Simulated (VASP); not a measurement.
Here is a VASP 6.6.1 calculation.

The input INCAR:

```
PREC = Accurate
ENCUT = 520
EDIFF = 1E-6
ISMEAR = 0
SIGMA = 0.05
LREAL = F
LASPH = T
NELM = 60
ALGO = Normal
ISIF = 2
LWAVE = F
LCHARG = T
GGA = PE
LELF = T
LVHAR = T
NBANDS = 10
```

The input KPOINTS:

```
regular mesh
0
Gamma
  9 9 6
```

File POSCAR:

```
H
1.0
    3.9483595936      0.0000000000      0.0000000000
   -1.9741797968      3.4193797113      0.0000000000
    0.0000000000      0.0000000000      4.7737836389
H
4
Direct
    0.3333333333      0.6666666667      0.1764958800
    0.6666666667      0.3333333333      0.6764958800
    0.6666666667      0.3333333333      0.8235041200
    0.3333333333      0.6666666667      0.3235041200
```

Potentials or basis: VASP PAW PBE potentials, release 64 (H).

Command:

```sh
$ cat potpaw_PBE.64/H/POTCAR > POTCAR
$ mpirun -np 1 vasp_std > vasp.out
```

(1) Estimate the band gap on the k mesh.

(2) Predict the pressure.

(3) What does it give for the largest force?

## Answers

(1) 10.03 eV, indirect (least direct gap 10.22 eV).

(2) 2.2 GPa.

(3) 1.963 eV/Å.

Caveat: forces of over 1 eV/Å act on the atoms, so gaps and moduli don't describe the material at rest.
